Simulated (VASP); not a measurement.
**Al2Pt: relaxation of cell and atoms with PBEsol+D4**

Al2Pt:

```
Pt Al
1.0
     0.00000    2.95500    2.95500
     2.95500    0.00000    2.95500
     2.95500    2.95500    0.00000
Pt Al
1 2
Direct
  0.00000 0.00000 0.00000
  0.75000 0.75000 0.75000
  0.25000 0.25000 0.25000
```

```yaml
Program: VASP 6.6.1
Task: relaxation of cell and atoms
Functional: PBEsol
Dispersion: D4
Potentials_or_basis: VASP PAW PBE potentials, release 64 (Pt, Al)
Cutoff: 600 eV
k_mesh: 8 × 8 × 8
Occupations: fermi-dirac, width 0.05 eV
Spin: no spin polarisation
Dipole_correction: no
Further_INCAR_settings: ALGO = Normal; EDIFF = 1e-06; IBRION = 2; EDIFFG = -0.01; NSW = 60; ISIF = 3
```

```json
{
 "Relaxed volume": "16.82 Å³/atom",
 "Relaxed cell": "a = 4.148 Å, b = 4.148 Å, c = 4.148 Å, α = 60.00°, β = 60.00°, γ = 60.00°",
 "Space group after relaxing (to 0.05 Å)": "Fm-3m (No. 225)",
 "Energy gained by relaxing": "3.8 meV/atom",
 "Ionic steps": "3",
 "Pressure after relaxing": "0.0 GPa",
 "Band gap on the k mesh": "zero (band 8 reaches 11.87 eV, above the bottom of band 9 at 6.41 eV)",
 "Dispersion energy per atom": "-0.256 eV"
}
```

The path:
```csv
step,energy change (eV),largest force (eV/Å),pressure (GPa),volume (Å³)
1,0.0000,0.0000,-3.07,51.61
2,0.0038,0.0000,3.95,49.19
3,-0.0114,0.0000,-0.01,50.46
```

Final structure:
```cif
data_structure
_symmetry_space_group_name_H-M 'P 1'
_symmetry_Int_Tables_number 1
_cell_length_a 4.1477
_cell_length_b 4.1477
_cell_length_c 4.1477
_cell_angle_alpha 60.000
_cell_angle_beta 60.000
_cell_angle_gamma 60.000
_cell_volume 50.46
loop_
_atom_site_label
_atom_site_type_symbol
_atom_site_fract_x
_atom_site_fract_y
_atom_site_fract_z
_atom_site_occupancy
Pt1 Pt 0.00000 0.00000 0.00000 1
Al1 Al 0.75000 0.75000 0.75000 1
Al2 Al 0.25000 0.25000 0.25000 1
```

Levels at points of the mesh, in eV from the Fermi level:
```csv
k point,band 5,band 6,band 7,band 8,band 9,band 10,band 11,band 12
"(0.00, 0.00, 0.00)",-3.76,-3.76,3.19,3.84,3.84,3.84,5.59,5.59
"(0.50, 0.00, 0.00)",-3.76,-3.53,-3.53,1.05,1.05,3.81,5.29,5.29
"(0.50, 0.50, 0.00)",-3.84,-3.47,-3.24,-1.62,-1.62,3.35,3.39,8.12
```

It took 83 s on 1 thread of Intel Xeon 6975P-C, on a shared host, peak memory 0.22 GiB.

Caveat: the PAW data sets were made with another functional, which shifts forces and pressure a little; spin-orbit coupling is left out, which moves the levels of the heavy elements; pairwise dispersion overbinds metals, which lowers pressure and volume.
